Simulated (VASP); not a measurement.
BN:

```xyz
4
Lattice="2.5228 0.0000 0.0000 -1.2614 2.1848 0.0000 0.0000 0.0000 4.1745" Properties=species:S:1:pos:R:3 pbc="T T T"
B     1.2614    0.7283    4.1733
B     0.0000    1.4565    2.0860
N     1.2614    0.7283    2.6103
N     0.0000    1.4565    0.5230
```

Base run:

* Program: VASP 6.6.1
* Functional: LDA
* Potentials or basis: VASP PAW LDA potentials, release 64 (B_h, N_h)
* Cutoff: 910 eV
* k mesh: 12 × 12 × 6
* Occupations: gaussian, width 0.02 eV
* Spin: no spin polarisation

Its results: band gap on the k mesh 4.91 eV, indirect (least direct gap 8.28 eV); pressure 0.6 GPa; largest force 0.005 eV/Å.

Problem. The run is repeated on the same cell with these changes: potentials or basis from VASP PAW LDA potentials, release 64 (B_h, N_h) to VASP PAW LDA potentials, release 64 (B, N); cutoff from 910 eV to 520 eV; further incar settings from ALGO = Normal; EDIFF = 1e-06; NBANDS = 16 to ALGO = Normal; EDIFF = 1e-07; NBANDS = 16. What comes out?

Solution. Band gap on the k mesh 4.91 eV, indirect (least direct gap 8.28 eV); pressure 1.2 GPa; largest force 0.005 eV/Å.

Caveats: the cutoff is under 1.25 times the usual one of these potentials, so pressure, stress and relaxed cells hold a basis-set (Pulay) error (some runs).

A k mesh can miss the band edges.
